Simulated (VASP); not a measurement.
# C (Cmmm) in VASP: notebook

C is run at these levels: PBE; tasks: single point, relaxation of cell and atoms.

All numbers are computed with VASP 6.6.1; they aren't measurements. Logs are shortened: lines on timing, memory, paths and dates and some standing lists are left out, and cuts for length are marked.

### Step 1. The cell of the first run

It takes space group Cmmm (No. 65, orthorhombic). The conventional cell has a = 2.520 Å, b = 5.823 Å, c = 2.233 Å, α = 90.00°, β = 90.00°, γ = 90.00°. C (site symmetry m2m) has 4 C at 1.51 to 1.52 Å within 2.0 Å. Within 2.0 Å of C (site symmetry mmm) lie 4 C at 1.52 Å.

### Step 2. Single point, PBE

Contents of INCAR:

```
SYSTEM = C
PREC     = Accurate       ! precision mode
ENCUT    = 520            ! plane-wave cutoff, eV
EDIFF    = 1E-7           ! SCF threshold, eV
ISMEAR   = 0              ! smearing method
SIGMA    = 0.1            ! smearing width, eV
LREAL    = .FALSE.        ! projectors in reciprocal space
LASPH    = .TRUE.         ! aspherical terms in the spheres
NELM     = 60             ! most SCF steps
ALGO     = Normal         ! electronic algorithm
ISIF     = 2              ! what is computed and relaxed
LWAVE    = .FALSE.        ! write WAVECAR
LCHARG   = .FALSE.        ! write CHGCAR
GGA      = PE             ! functional
NBANDS   = 13             ! bands
```

Contents of KPOINTS:

```
Automatic mesh
0
G
  8 8 8
  0 0 0
```

Contents of POSCAR:

```
C
1.0
    1.2600109800     -2.9112741200      0.0000000000
    1.2600109800      2.9112741200      0.0000000000
    0.0000000000      0.0000000000      2.2325406700
C
3
Direct
    0.6780484600      0.3219515400      0.5000000000
    0.3219515400      0.6780484600      0.5000000000
    0.5000000000      0.5000000000      0.0000000000
```

Potentials or basis: VASP PAW PBE potentials, release 64 (C).

On the command line:

```bash
$ cat potpaw_PBE.64/C/POTCAR > POTCAR
$ mpirun -np 1 vasp_std > vasp.out
```

OUTCAR:

```text
SYSTEM = C
   PREC = Accurate
   ENCUT = 520
   EDIFF = 1E-7
   ISMEAR = 0
   LREAL = .FALSE.
   LASPH = .TRUE.
   NELM = 60
   ISIF = 2
   GGA = PE

 ion  position               nearest neighbor table
   1  0.678  0.322  0.500-   2 1.51   2 1.51   3 1.52   3 1.52
   2  0.322  0.678  0.500-   1 1.51   1 1.51   3 1.52   3 1.52
   3  0.500  0.500  0.000-   1 1.52   2 1.52   1 1.52   2 1.52

  LATTYP: Found a base centered orthorhombic cell.
 ALAT       =     2.5200219600
 B/A-ratio  =     2.3105148814
 C/A-ratio  =     0.8859211171

  Lattice vectors:

 A1 = (   1.2600109800,  -2.9112741200,   0.0000000000)
 A2 = (   1.2600109800,   2.9112741200,   0.0000000000)
 A3 = (   0.0000000000,   0.0000000000,   2.2325406700)

Analysis of symmetry for initial positions (statically):
=====================================================================
 Subroutine PRICEL returns:
 Original cell was already a primitive cell.

 Routine SETGRP: Setting up the symmetry group for a
 base centered orthorhombic supercell.

 Subroutine GETGRP returns: Found  8 space group operations
 (whereof  8 operations were pure point group operations)
 out of a pool of  8 trial point group operations.

The static configuration has the point symmetry D_2h.

Analysis of symmetry for dynamics (positions and initial velocities):
=====================================================================
 Subroutine PRICEL returns:
 Original cell was already a primitive cell.

 Routine SETGRP: Setting up the symmetry group for a
 base centered orthorhombic supercell.

 Subroutine GETGRP returns: Found  8 space group operations
 (whereof  8 operations were pure point group operations)
 out of a pool of  8 trial point group operations.

The dynamic configuration has the point symmetry D_2h.

 Subroutine INISYM returns: Found  8 space group operations
 (whereof  8 operations are pure point group operations),
 and found     1 'primitive' translations

----------------------------------------------------------------------------------------

                                     Primitive cell

  volume of cell :      16.3790

  direct lattice vectors                    reciprocal lattice vectors
     1.260010980 -2.911274120  0.000000000     0.396821939 -0.171746108  0.000000000
     1.260010980  2.911274120  0.000000000     0.396821939  0.171746108  0.000000000
     0.000000000  0.000000000  2.232540670     0.000000000  0.000000000  0.447920172

  length of vectors
     3.172245998  3.172245998  2.232540670     0.432393775  0.432393775  0.447920172

  position of ions in fractional coordinates (direct lattice)
     0.678048460  0.321951540  0.500000000
     0.321951540  0.678048460  0.500000000
     0.500000000  0.500000000  0.000000000

  ion indices of the primitive-cell ions
   primitive index   ion index
                 1           1
                 2           2
                 3           3

----------------------------------------------------------------------------------------

 KPOINTS: Automatic mesh

Automatic generation of k-mesh.
 Grid dimensions read from file:
 generate k-points for:    8    8    8

 Generating k-lattice:

  Cartesian coordinates                     Fractional coordinates (reciprocal lattice)
     0.049602742 -0.021468264  0.000000000     0.125000000  0.000000000  0.000000000
     0.049602742  0.021468264  0.000000000     0.000000000  0.125000000  0.000000000
     0.000000000  0.000000000  0.055990021     0.000000000  0.000000000  0.125000000

  Length of vectors
     0.054049222  0.054049222  0.055990021

  Shift w.r.t. Gamma in fractional coordinates (k-lattice)
     0.000000000  0.000000000  0.000000000

 Subroutine IBZKPT returns following result:
 ===========================================

 Found    105 irreducible k-points:

 Following reciprocal coordinates:
            Coordinates               Weight
  0.000000  0.000000  0.000000      1.000000
  0.125000  0.000000  0.000000      4.000000
  0.250000  0.000000  0.000000      4.000000
  0.375000 -0.000000  0.000000      4.000000
  0.500000  0.000000  0.000000      2.000000
  0.125000  0.125000  0.000000      2.000000
[... 16 lines left out ...]
  0.125000  0.000000  0.125000      8.000000
  0.250000  0.000000  0.125000      8.000000
 [... further k-points ...]
   k-points           NKPTS =    105   k-points in BZ     NKDIM =    105   number of bands    NBANDS=     13
   number of dos      NEDOS =    301   number of ions     NIONS =      3
   total plane-waves  NPLWV =  10368
   dimension x,y,z NGX =    24 NGY =   24 NGZ =   18
   dimension x,y,z NGXF=    48 NGYF=   48 NGZF=   36
   ions per type =               3
   NGX,Y,Z   is equivalent  to a cutoff of  12.58, 12.58, 13.40 a.u.
   NGXF,Y,Z  is equivalent  to a cutoff of  25.16, 25.16, 26.81 a.u.
 SYSTEM =  C
   PREC   = accura    normal or accurate (medium, high low for compatibility)
   ISTART =      0    job   : 0-new  1-cont  2-samecut
   ICHARG =      2    charge: 1-file 2-atom 10-const
   ISPIN  =      1    spin polarized calculation?
   LNONCOLLINEAR =      F non collinear calculations
   LSORBIT =      F    spin-orbit coupling
   LASPH  =      T    aspherical Exc in radial PAW
   ENCUT  =  520.0 eV  38.22 Ry    6.18 a.u.   5.90  5.90  4.15*2*pi/ulx,y,z
   NELM   =     60;   NELMIN=  2; NELMDL= -5     # of ELM steps
   EDIFF  = 0.1E-06   stopping-criterion for ELM
   LREAL  =      F    real-space projection
   EDIFFG = 0.1E-05   stopping-criterion for IOM
   NSW    =      0    number of steps for IOM
   IBRION =     -1    ionic relax: 0-MD 1-quasi-New 2-CG
   NFREE  =      0    steps in history (QN), initial steepest desc. (CG)
   ISIF   =      2    stress and relaxation
   ISYM   =      2    0-nonsym 1-usesym 2-fastsym
   POTIM  = 0.5000    time-step for ionic-motion
   TEBEG  =    0.0;   TEEND  =   0.0 temperature during run
   PSTRESS=    0.0 pullay stress
   NELECT =      12.0000    total number of electrons
   NUPDOWN=      -1.0000    fix difference up-down
   EMIN   =  10.00;   EMAX   =-10.00  energy-range for DOS
   EFERMI =   0.00;   METHOD = LEGACY
   ISMEAR =     0;   SIGMA  =   0.10  broadening in eV -4-tet -1-fermi 0-gaus
   EFERMI_NEDOS =   21; number of points for ismear=-14 and -15
   IALGO  =     38    algorithm
   IMIX   =      4    mixing-type and parameters
     AMIX     =   0.40;   BMIX     =  1.00
     AMIX_MAG =   1.60;   BMIX_MAG =  1.00
  volume/ion in A,a.u.               =       5.46        36.84
  Fermi-wavevector in a.u.,A,eV,Ry     =   1.475841  2.788936 29.634950  2.178107
  Thomas-Fermi vector in A             =   2.590441
   LORBIT       =      0    0 simple, 1 ext, 2 COOP (PROOUT), +10 PAW based schemes
   GGA     = PE    functional components
   LHFCALC =     F    Hartree Fock is set to
   AEXX    =    0.0000 exact exchange contribution
   IVDW    =     0    specifies the selected vdW correction
   LEPSILON=     F    determine dielectric tensor
   LRPA    =     F    only Hartree local field effects (RPA)
 non-spin polarized calculation
 Gauss-broadening in eV      SIGMA  =   0.10
  energy-cutoff  :      520.00
  volume of cell :       16.38
 maximum number of plane-waves:       453
   NGX = 11   NGY = 11   NGZ =  9

 number of electron      12.0000001 magnetization

 Free energy of the ion-electron system (eV)
  ---------------------------------------------------
  ext. energy  EPLUGINS =         0.00000000
  ---------------------------------------------------
  free energy    TOTEN  =       -22.09587024 eV

  energy without entropy =      -22.09204656  energy(sigma->0) =      -22.09395840

 E-fermi :  11.3843     XC(G=0): -13.5211

 val. band max:       11.3836350888   @ k =   0.5000   0.1250   0.3750
 cond. band min:      11.3995740917   @ k =  -0.1250   0.1250   0.2500
 fundamental gap:      0.0159390029
 Fermi energy:        11.3843092763

 k-point     1 :       0.0000    0.0000    0.0000
  band No.  band energies     occupation
      1     -12.2029      2.00000
      2       0.3570      2.00000
      3       0.6555      2.00000
      4       5.5529      2.00000
      5       6.2709      2.00000
      6       9.6670      2.00000
      7      15.4868      0.00000
      8      18.0940      0.00000
      9      19.2709      0.00000
     10      21.0575      0.00000
     11      22.0162      0.00000
     12      25.9701      0.00000
     13      27.1951      0.00000

 k-point     2 :       0.1250    0.0000    0.0000
  band No.  band energies     occupation
      1     -11.8826      2.00000
      2      -0.8572      2.00000
      3       1.8093      2.00000
      4       4.2236      2.00000
      5       6.4923      2.00000
      6       8.9467      2.00000
      7      17.1243      0.00000
      8      17.3448      0.00000
      9      19.8472      0.00000
     10      21.6538      0.00000
     11      23.2851      0.00000
     12      25.8554      0.00000
     13      27.2748      0.00000

 k-point     3 :       0.2500    0.0000    0.0000
  band No.  band energies     occupation
      1     -10.9463      2.00000
      2      -2.2124      2.00000
      3       1.4324      2.00000
      4       2.8188      2.00000
      5       7.0939      2.00000
      6       8.4668      2.00000
      7      15.9832      0.00000
      8      20.1630      0.00000
      9      20.9921      0.00000
     10      22.5113      0.00000
     11      24.0093      0.00000
     12      26.7487      0.00000
     13      28.0630      0.00000
[... 305 lines left out ...]
 k-point    23 :       0.1250    0.0000    0.1250
  band No.  band energies     occupation
      1     -11.5204      2.00000
      2      -0.5631      2.00000
      3       2.0237      2.00000
      4       4.4559      2.00000
      5       4.6564      2.00000
      6       9.3069      2.00000
      7      14.9168      0.00000
      8      18.3057      0.00000
      9      19.9524      0.00000
     10      22.0969      0.00000
     11      24.1624      0.00000
     12      25.5013      0.00000
     13      27.4294      0.00000

 k-point    24 :       0.2500    0.0000    0.1250
  band No.  band energies     occupation
      1     -10.5891      2.00000
      2      -1.9078      2.00000
      3       1.6740      2.00000
      4       3.0662      2.00000
      5       5.2971      2.00000
      6       8.7382      2.00000
      7      14.3388      0.00000
      8      20.1853      0.00000
      9      21.6652      0.00000
     10      22.4890      0.00000
     11      24.3524      0.00000
     12      26.5582      0.00000
     13      28.4917      0.00000

 [... further k-points ...]

------------------------ aborting loop because EDIFF is reached ----------------------------------------

  FORCE on cell =-STRESS in cart. coord.  units (eV):
  Direction    XX          YY          ZZ          XY          YZ          ZX
  --------------------------------------------------------------------------------------
  -------------------------------------------------------------------------------------
  Total        0.1602228      6.0575487     12.3963659     -0.0000000      0.0000000      0.0000000
  in kB       15.6728531    592.5441189   1212.6016752     -0.0000000      0.0000000      0.0000000
  external PRESSURE =     606.9395491 kB  Pullay stress =       0.0000000 kB

 VOLUME and BASIS-vectors are now :
 -----------------------------------------------------------------------------
  energy-cutoff  :      520.00
  volume of cell :       16.38
      direct lattice vectors                 reciprocal lattice vectors
     1.260010980 -2.911274120  0.000000000     0.396821939 -0.171746108  0.000000000
     1.260010980  2.911274120  0.000000000     0.396821939  0.171746108  0.000000000
     0.000000000  0.000000000  2.232540670     0.000000000  0.000000000  0.447920172

 POSITION                                       TOTAL-FORCE (eV/Angst)
 -----------------------------------------------------------------------------------
      1.26001     -1.03670      1.11627         0.000000     -0.772107      0.000000
      1.26001      1.03670      1.11627         0.000000      0.772107      0.000000
      1.26001      0.00000      0.00000         0.000000     -0.000000      0.000000
 -----------------------------------------------------------------------------------
    total drift:                               -0.000000     -0.000000      0.000000

  FREE ENERGIE OF THE ION-ELECTRON SYSTEM (eV)
  ---------------------------------------------------
  free  energy   TOTEN  =       -22.0958702351 eV

  energy  without entropy=      -22.0920465577  energy(sigma->0) =      -22.09395840
```

Wall time 8.4 s (1 thread of Intel Xeon Platinum 8488C (Sapphire Rapids), shared host); peak memory 0.12 GiB.

Results:

* Free energy: -22.0959 eV
* Pressure: 60.7 GPa
* Largest force: 0.772 eV/Å
* Band gap on the k mesh: zero (band 6 reaches 13.80 eV, above the bottom of band 7 at 9.59 eV)

Forces in eV/Å, atoms in the order of the input:
```
C    0.000 -0.772  0.000
C    0.000  0.772  0.000
C    0.000  0.000  0.000
```

[end of part 1 of 2]
